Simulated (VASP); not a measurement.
A run of VASP 6.6.1:

The input INCAR:

```
PREC = Accurate ; ENCUT = 600
EDIFF = 1E-7 ; ISMEAR = -1
SIGMA = 0.08 ; LREAL = F
LASPH = T ; NELM = 60
ALGO = Normal ; ISIF = 3
LWAVE = F ; LCHARG = F
GGA = PE ; IBRION = 2
NSW = 60 ; EDIFFG = -0.005
PSTRESS = 4500.0
```

File KPOINTS:

```
regular mesh
0
Gamma
  21 21 12
```

File POSCAR:

```
P
1.0
    2.0497265172      0.0000000000      0.0000000000
   -1.0248632586      1.7751152347      0.0000000000
    0.0000000000      0.0000000000      3.3205569578
P
2
Direct
    0.3333333333      0.6666666667      0.2500000000
    0.6666666667      0.3333333333      0.7500000000
```

Potentials or basis: VASP PAW PBE potentials, release 64 (P).

Run with:

```sh
$ cat potpaw_PBE.64/P/POTCAR > POTCAR
$ mpirun -np 1 vasp_std > vasp.out
```

Hardware: 1 thread of Intel(R) Xeon(R) Platinum 8488C (Sapphire Rapids), on a shared host.

Q: How long does it take, and how much memory?

A: Run time: 2.5 min on 1 thread of Intel(R) Xeon(R) Platinum 8488C (Sapphire Rapids), with other jobs on the host, peak memory 0.16 GiB. Counts: scf iterations 65, k points 336, ion steps 12.
